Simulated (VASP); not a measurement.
Write the native input for VASP 6.6.1 that does the following.

* Task: single point
* Functional: r2SCAN
* Potentials or basis: VASP PAW PBE potentials, release 64 (Sb)
* Cutoff: 520 eV
* k mesh: 18 × 18 × 10
* Occupations: gaussian, width 0.15 eV
* Spin: no spin polarisation
* Dipole correction: no
* Further INCAR settings: ALGO = Normal; EDIFF = 1e-06; NBANDS = 12

Sb:

```
Sb
1.0
     3.26365    0.00000    0.00000
    -1.63182    2.82640    0.00000
     0.00000    0.00000    5.67966
Sb
2
Direct
  0.33333 0.66667 0.25000
  0.66667 0.33333 0.75000
```

This cell differs from its parent crystal: ratio of the length along z to the lengths across it x 1.1, volume and fractional coordinates fixed.

These files were run (other wordings do the same):

POSCAR

```
Sb
1.0
    3.2636492063      0.0000000000      0.0000000000
   -1.6318246032      2.8264031217      0.0000000000
    0.0000000000      0.0000000000      5.6796599220
Sb
2
Direct
    0.3333333333      0.6666666667      0.2500000000
    0.6666666667      0.3333333333      0.7500000000
```

INCAR.step1

```
SYSTEM = Sb
PREC = Accurate ; ENCUT = 520
ISMEAR = 0 ; SIGMA = 0.15
LREAL = .False. ; LASPH = .True.
NELM = 100 ; NBANDS = 12
GGA = PE ; ALGO = Normal
EDIFF = 1E-4 ; LWAVE = .True.
LCHARG = .False.
```

INCAR.step2

```
SYSTEM = Sb
PREC = Accurate ; ENCUT = 520
EDIFF = 1E-6 ; ISMEAR = 0
SIGMA = 0.15 ; LREAL = .False.
LASPH = .True. ; NELM = 100
ALGO = Normal ; ISIF = 2
LWAVE = .False. ; LCHARG = .False.
METAGGA = R2SCAN ; LMIXTAU = .True.
NBANDS = 12 ; ISTART = 1
```

KPOINTS

```
Automatic mesh
0
Gamma
  18 18 10
  0 0 0
```

Potentials or basis: VASP PAW PBE potentials, release 64 (Sb).

Run with:

```bash
$ cat potpaw_PBE.64/Sb/POTCAR > POTCAR
$ cp INCAR.step1 INCAR
$ mpirun -np 1 vasp_std > vasp.out
$ cp INCAR.step2 INCAR
$ mpirun -np 1 vasp_std > vasp.out
```

It gave:

| Property | Result |
| --- | --- |
| Pressure | 2.7 GPa |
| Band gap on the k mesh | zero (band 5 reaches 14.30 eV, above the bottom of band 6 at 5.24 eV) |

Caveat: the PAW data sets were made with another functional, which shifts forces and pressure a little; spin-orbit coupling is left out, which moves the levels of the heavy elements.

It took 2.5 min on 1 thread of Intel(R) Xeon(R) Platinum 8375C CPU @ 2.90GHz (Ice Lake), with other jobs on the host, peak memory 0.26 GiB.
